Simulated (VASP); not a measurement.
A run of VASP 6.6.1 is set up as follows.

File INCAR:

```
  ALGO = Normal
  EDIFF = 1E-6
  ENCUT = 520
  GGA = PE
  ISIF = 2
  ISMEAR = 1
  LASPH = T
  LCHARG = T
  LELF = T
  LREAL = F
  LVHAR = T
  LWAVE = F
  NBANDS = 12
  NELM = 60
  PREC = Accurate
  SIGMA = 0.03
```

Contents of KPOINTS:

```
k-points
0
Gamma
  9 9 9
```

POSCAR

```
Sb
1.0
    2.1879029667      1.2631863668      3.8431731385
   -2.1879029667      1.2631863668      3.8431731385
    0.0000000000     -2.5263727336      3.8431731385
Sb
2
Direct
    0.2326795448      0.2326795448      0.2326795448
    0.7673204552      0.7673204552      0.7673204552
```

Potentials or basis: VASP PAW PBE potentials, release 64 (Sb).

Run with:

```bash
$ cat potpaw_PBE.64/Sb/POTCAR > POTCAR
$ mpirun -np 1 vasp_std > vasp.out
```

Task: Estimate the band gap on the k mesh.

Result: 0.17 eV, indirect (least direct gap 0.50 eV).

Task: Estimate the largest force.

Result: 0.027 eV/Å.

Task: Estimate the pressure.

Result: 0.1 GPa.

Stress tensor (GPa, compression positive):
```
0.11 0.00 0.00
0.00 0.11 0.00
0.00 0.00 0.01
```

Caveat: spin-orbit coupling is left out, which moves the levels of the heavy elements. A k mesh can miss the band edges.
